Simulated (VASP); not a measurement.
# SnO2 (Imma) in VASP: single point with LDA

Aim: the single point of SnO2 with LDA.

All numbers are computed with VASP 6.6.1; they aren't measurements. Logs are shortened: lines on timing, memory, paths and dates and some standing lists are left out, and cuts for length are marked.

## (1) The cell of the first run

The structure is orthorhombic, space group Imma (No. 74). The conventional cell has a = 6.229 Å, b = 6.342 Å, c = 6.340 Å, α = 90.00°, β = 90.00°, γ = 90.00°. Sn (site symmetry mm2) has 6 O at 1.94 to 1.99 Å within 2.6 Å. Sn (site symmetry 2/m) has 6 O at 1.94 to 1.99 Å within 2.6 Å. O (site symmetry m) has 3 Sn at 1.94 to 1.99 Å and 1 O at 2.47 Å within 2.6 Å. O (site symmetry m) has 3 Sn at 1.94 to 1.99 Å and 1 O at 2.47 Å within 2.6 Å.

## (2) Single point, LDA (10.44 Å³/atom)

INCAR reads:

```
SYSTEM = SnO2
  PREC = Accurate
  ENCUT = 520
  EDIFF = 1E-7
  ISMEAR = 0
  SIGMA = 0.02
  LREAL = .FALSE.
  LASPH = .TRUE.
  NELM = 60
  ALGO = Normal
  ISIF = 2
  LWAVE = .FALSE.
  LCHARG = .FALSE.
  GGA = CA
  NBANDS = 64
```

KPOINTS reads:

```
Automatic mesh
0
G
  6 6 6
  0 0 0
```

POSCAR reads:

```
SnO2
1.0
   -3.1145700959      3.1707597565      3.1700077710
    3.1145700959     -3.1707597565      3.1700077710
    3.1145700959      3.1707597565     -3.1700077710
Sn O
4 8
Direct
    0.9893839734      0.2393839734      0.7500000000
    0.0106160266      0.7606160266      0.2500000000
    0.5000000000      0.5000000000      0.5000000000
    0.5000000000      0.0000000000      0.0000000000
    0.1945271623      0.2030443601      0.5085171978
    0.7065201292      0.7620196715      0.9445004576
    0.1945271623      0.6860099645      0.9914828022
    0.3175192139      0.7620196715      0.5554995424
    0.6824807861      0.2379803285      0.4445004576
    0.2934798708      0.2379803285      0.0554995424
    0.8054728377      0.3139900355      0.0085171978
    0.8054728377      0.7969556399      0.4914828022
```

Potentials or basis: VASP PAW LDA potentials, release 64 (Sn_d, O).

Started as:

```
cat potpaw_LDA.64/Sn_d/POTCAR potpaw_LDA.64/O/POTCAR > POTCAR
mpirun -np 1 vasp_std > vasp.out
```

OUTCAR:

```text
SYSTEM = SnO2
   PREC = Accurate
   ENCUT = 520
   EDIFF = 1E-7
   ISMEAR = 0
   LREAL = .FALSE.
   LASPH = .TRUE.
   NELM = 60
   ISIF = 2
   GGA = CA

 ion  position               nearest neighbor table
   1  0.989  0.239  0.750-  10 1.94   9 1.94  11 1.99  12 1.99   5 1.99   7 1.99   2 3.12   2 3.12
                             3 3.47   4 3.47   4 3.53   3 3.53   4 3.53   3 3.53   4 3.59   3 3.59
   2  0.011  0.761  0.250-   6 1.94   8 1.94   7 1.99   5 1.99  12 1.99  11 1.99   1 3.12   1 3.12
                             3 3.47   4 3.47   4 3.53   3 3.53   4 3.53   3 3.53   4 3.59   3 3.59
   3  0.500  0.500  0.500-   5 1.94  12 1.94  10 1.99   6 1.99   8 1.99   9 1.99   4 3.11   4 3.11
                             2 3.47   1 3.47   2 3.53   1 3.53   2 3.53   1 3.53   1 3.59   2 3.59
   4  0.500  0.000  0.000-   7 1.94  11 1.94   9 1.99   8 1.99  10 1.99   6 1.99   3 3.11   3 3.11
                             1 3.47   2 3.47   2 3.53   2 3.53   1 3.53   1 3.53   2 3.59   1 3.59
   5  0.195  0.203  0.509-   3 1.94   2 1.99   1 1.99
   6  0.707  0.762  0.945-   2 1.94   3 1.99   4 1.99
   7  0.195  0.686  0.991-   4 1.94   2 1.99   1 1.99
   8  0.318  0.762  0.555-   2 1.94   4 1.99   3 1.99
   9  0.682  0.238  0.445-   1 1.94   4 1.99   3 1.99
  10  0.293  0.238  0.055-   1 1.94   3 1.99   4 1.99
  11  0.805  0.314  0.009-   4 1.94   1 1.99   2 1.99
  12  0.805  0.797  0.491-   3 1.94   1 1.99   2 1.99

  LATTYP: Found a body centered orthorhombic cell.
 ALAT       =     6.2291401918
 B/A-ratio  =     1.0177994630
 C/A-ratio  =     1.0180409042

  Lattice vectors:

 A1 = (  -3.1145700959,  -3.1707597565,   3.1700077710)
 A2 = (   3.1145700959,  -3.1707597565,  -3.1700077710)
 A3 = (   3.1145700959,   3.1707597565,   3.1700077710)

Analysis of symmetry for initial positions (statically):
=====================================================================
 Subroutine PRICEL returns:
 Original cell was already a primitive cell.

 Routine SETGRP: Setting up the symmetry group for a
 body centered orthorhombic supercell.

 Subroutine GETGRP returns: Found  8 space group operations
 (whereof  4 operations were pure point group operations)
 out of a pool of  8 trial point group operations.

The static configuration has the point symmetry C_2h.
 The point group associated with its full space group is D_2h.

Analysis of symmetry for dynamics (positions and initial velocities):
=====================================================================
 Subroutine PRICEL returns:
 Original cell was already a primitive cell.

 Routine SETGRP: Setting up the symmetry group for a
 body centered orthorhombic supercell.

 Subroutine GETGRP returns: Found  8 space group operations
 (whereof  4 operations were pure point group operations)
 out of a pool of  8 trial point group operations.

The dynamic configuration has the point symmetry C_2h.
 The point group associated with its full space group is D_2h.

 Subroutine INISYM returns: Found  8 space group operations
 (whereof  4 operations are pure point group operations),
 and found     1 'primitive' translations

----------------------------------------------------------------------------------------

                                     Primitive cell

  volume of cell :     125.2223

  direct lattice vectors                    reciprocal lattice vectors
    -3.114570096  3.170759756  3.170007771     0.000000000  0.157690913  0.157728320
     3.114570096 -3.170759756  3.170007771     0.160535799  0.000000000  0.157728320
     3.114570096  3.170759756 -3.170007771     0.160535799  0.157690913  0.000000000

  length of vectors
     5.459231959  5.459231959  5.459231959     0.223035080  0.225055473  0.225029258

  position of ions in fractional coordinates (direct lattice)
     0.989383973  0.239383973  0.750000000
     0.010616027  0.760616027  0.250000000
     0.500000000  0.500000000  0.500000000
     0.500000000  0.000000000  1.000000000
     0.194527162  0.203044360  0.508517198
     0.706520129  0.762019671  0.944500458
     0.194527162  0.686009965  0.991482802
     0.317519214  0.762019671  0.555499542
     0.682480786  0.237980329  0.444500458
     0.293479871  0.237980329  0.055499542
     0.805472838  0.313990035  0.008517198
     0.805472838  0.796955640  0.491482802

  ion indices of the primitive-cell ions
   primitive index   ion index
                 1           1
                 2           2
                 3           3
                 4           4
                 5           5
                 6           6
                 7           7
                 8           8
                 9           9
                10          10
                11          11
                12          12

----------------------------------------------------------------------------------------

 KPOINTS: Automatic mesh

Automatic generation of k-mesh.
 Grid dimensions read from file:
 generate k-points for:    6    6    6

 Generating k-lattice:

  Cartesian coordinates                     Fractional coordinates (reciprocal lattice)
     0.000000000  0.026281819  0.026288053     0.166666667  0.000000000 -0.000000000
     0.026755967  0.000000000  0.026288053     0.000000000  0.166666667 -0.000000000
     0.026755967  0.026281819  0.000000000    -0.000000000  0.000000000  0.166666667

  Length of vectors
     0.037172513  0.037509245  0.037504876

  Shift w.r.t. Gamma in fractional coordinates (k-lattice)
     0.000000000  0.000000000  0.000000000

 Subroutine IBZKPT returns following result:
 ===========================================

 Found     46 irreducible k-points:

 Following reciprocal coordinates:
            Coordinates               Weight
  0.000000  0.000000  0.000000      1.000000
  0.166667  0.000000  0.000000      4.000000
  0.333333  0.000000 -0.000000      4.000000
  0.500000  0.000000 -0.000000      2.000000
  0.000000  0.166667 -0.000000      4.000000
  0.166667  0.166667  0.000000      8.000000
[... 16 lines left out ...]
 -0.166667  0.166667  0.166667      2.000000
  0.166667  0.333333  0.166667      4.000000
 [... further k-points ...]
   k-points           NKPTS =     46   k-points in BZ     NKDIM =     46   number of bands    NBANDS=     64
   number of dos      NEDOS =    301   number of ions     NIONS =     12
   total plane-waves  NPLWV =  74088
   dimension x,y,z NGX =    42 NGY =   42 NGZ =   42
   dimension x,y,z NGXF=    84 NGYF=   84 NGZF=   84
   ions per type =               4   8
   NGX,Y,Z   is equivalent  to a cutoff of  12.79, 12.79, 12.79 a.u.
   NGXF,Y,Z  is equivalent  to a cutoff of  25.58, 25.58, 25.58 a.u.
 SYSTEM =  SnO2
   PREC   = accura    normal or accurate (medium, high low for compatibility)
   ISTART =      0    job   : 0-new  1-cont  2-samecut
   ICHARG =      2    charge: 1-file 2-atom 10-const
   ISPIN  =      1    spin polarized calculation?
   LNONCOLLINEAR =      F non collinear calculations
   LSORBIT =      F    spin-orbit coupling
   LASPH  =      T    aspherical Exc in radial PAW
   ENCUT  =  520.0 eV  38.22 Ry    6.18 a.u.  10.15 10.15 10.15*2*pi/ulx,y,z
   NELM   =     60;   NELMIN=  2; NELMDL= -5     # of ELM steps
   EDIFF  = 0.1E-06   stopping-criterion for ELM
   LREAL  =      F    real-space projection
   EDIFFG = 0.1E-05   stopping-criterion for IOM
   NSW    =      0    number of steps for IOM
   IBRION =     -1    ionic relax: 0-MD 1-quasi-New 2-CG
   NFREE  =      0    steps in history (QN), initial steepest desc. (CG)
   ISIF   =      2    stress and relaxation
   ISYM   =      2    0-nonsym 1-usesym 2-fastsym
   POTIM  = 0.5000    time-step for ionic-motion
   TEBEG  =    0.0;   TEEND  =   0.0 temperature during run
   PSTRESS=    0.0 pullay stress
   NELECT =     104.0000    total number of electrons
   NUPDOWN=      -1.0000    fix difference up-down
   EMIN   =  10.00;   EMAX   =-10.00  energy-range for DOS
   EFERMI =   0.00;   METHOD = LEGACY
   ISMEAR =     0;   SIGMA  =   0.02  broadening in eV -4-tet -1-fermi 0-gaus
   EFERMI_NEDOS =   21; number of points for ismear=-14 and -15
   IALGO  =     38    algorithm
   IMIX   =      4    mixing-type and parameters
     AMIX     =   0.40;   BMIX     =  1.00
     AMIX_MAG =   1.60;   BMIX_MAG =  1.00
  volume/ion in A,a.u.               =      10.44        70.42
  Fermi-wavevector in a.u.,A,eV,Ry     =   1.538835  2.907976 32.218770  2.368013
  Thomas-Fermi vector in A             =   2.645148
   LORBIT       =      0    0 simple, 1 ext, 2 COOP (PROOUT), +10 PAW based schemes
   GGA     = CA    functional components
   LHFCALC =     F    Hartree Fock is set to
   AEXX    =    0.0000 exact exchange contribution
   IVDW    =     0    specifies the selected vdW correction
   LEPSILON=     F    determine dielectric tensor
   LRPA    =     F    only Hartree local field effects (RPA)
 non-spin polarized calculation
 Gauss-broadening in eV      SIGMA  =   0.02
  energy-cutoff  :      520.00
  volume of cell :      125.22
 maximum number of plane-waves:      3407
 NGX is ok and might be reduce to    42
   NGX = 21   NGY = 21   NGZ = 21

 number of electron     103.9999993 magnetization

 Free energy of the ion-electron system (eV)
  ---------------------------------------------------
  ext. energy  EPLUGINS =         0.00000000
  ---------------------------------------------------
  free energy    TOTEN  =       -82.71294066 eV

  energy without entropy =      -82.71294066  energy(sigma->0) =      -82.71294066

 E-fermi :   7.6801     XC(G=0): -12.5300

 val. band max:        7.5234252240   @ k =   0.0000   0.0000   0.0000
 cond. band min:      10.2713523541   @ k =   0.0000   0.0000   0.0000
 fundamental gap:      2.7479271300
 Fermi energy:         7.6800523001

 k-point     1 :       0.0000    0.0000    0.0000
  band No.  band energies     occupation
      1     -13.7660      2.00000
      2     -13.2924      2.00000
      3     -13.2737      2.00000
      4     -12.8546      2.00000
      5     -12.8538      2.00000
      6     -12.7902      2.00000
[... 1597 lines left out ...]
     63      18.6902      0.00000
     64      18.8152      0.00000

 [... further k-points ...]

------------------------ aborting loop because EDIFF is reached ----------------------------------------

  FORCE on cell =-STRESS in cart. coord.  units (eV):
  Direction    XX          YY          ZZ          XY          YZ          ZX
  --------------------------------------------------------------------------------------
  -------------------------------------------------------------------------------------
  Total       29.2851510     28.8029981     28.7910838      0.0000000      0.0000000      0.0000000
  in kB      374.6936090    368.5246256    368.3721857      0.0000000      0.0000000      0.0000000
  external PRESSURE =     370.5301401 kB  Pullay stress =       0.0000000 kB

 VOLUME and BASIS-vectors are now :
 -----------------------------------------------------------------------------
  energy-cutoff  :      520.00
  volume of cell :      125.22
      direct lattice vectors                 reciprocal lattice vectors
    -3.114570096  3.170759756  3.170007771     0.000000000  0.157690913  0.157728320
     3.114570096 -3.170759756  3.170007771     0.160535799  0.000000000  0.157728320
     3.114570096  3.170759756 -3.170007771     0.160535799  0.157690913  0.000000000

 POSITION                                       TOTAL-FORCE (eV/Angst)
 -----------------------------------------------------------------------------------
      0.00000      4.75614      1.51770        -0.000000     -0.000000     -0.008364
      3.11457     -1.58538      1.65231        -0.000000      0.000000      0.008364
      1.55729      1.58538      1.58500        -0.000000     -0.000000     -0.000000
     -1.55729      1.58538      1.58500        -0.000000     -0.000000     -0.000000
      1.61034      1.58538     -0.35170         0.006538     -0.000000      0.018515
      3.11457      2.81881      1.66121        -0.000000      0.020074      0.006832
      4.61880      1.58538     -0.35170        -0.006538      0.000000      0.018515
      3.11457      0.35195      1.66121         0.000000     -0.020074      0.006832
     -0.00000      2.81881      1.50880        -0.000000      0.020074     -0.006832
      0.00000      0.35195      1.50880         0.000000     -0.020074     -0.006832
     -1.50423      1.58538      3.52171         0.006538      0.000000     -0.018515
      1.50423      1.58538      3.52171        -0.006538     -0.000000     -0.018515
 -----------------------------------------------------------------------------------
    total drift:                               -0.000000     -0.000000      0.000000

  FREE ENERGIE OF THE ION-ELECTRON SYSTEM (eV)
  ---------------------------------------------------
  free  energy   TOTEN  =       -82.7129406607 eV

  energy  without entropy=      -82.7129406607  energy(sigma->0) =      -82.71294066
```

Run time: 15 min. Hardware: 1 thread of Oxide Virtual Turin-like, shared host; peak memory 0.35 GiB.

What came out:

| Property | Result |
| --- | --- |
| Free energy | -82.7129 eV |
| Pressure | 37.1 GPa |
| Largest force | 0.021 eV/Å |
| Band gap on the k mesh | 2.75 eV |

Forces in eV/Å, atoms in the order of the input:
```
Sn   0.000  0.000 -0.008
Sn   0.000  0.000  0.008
Sn   0.000  0.000  0.000
Sn   0.000  0.000  0.000
O    0.007  0.000  0.019
O    0.000  0.020  0.007
O   -0.007  0.000  0.019
O    0.000 -0.020  0.007
O    0.000  0.020 -0.007
O    0.000 -0.020 -0.007
O    0.007  0.000 -0.019
O   -0.007  0.000 -0.019
```

Stress tensor (GPa, compression positive):
```
37.47  0.00  0.00
 0.00 36.85  0.00
 0.00  0.00 36.84
```

Caveat: the cell stands under pressure; spin-orbit coupling is left out, which moves the levels of the heavy elements.
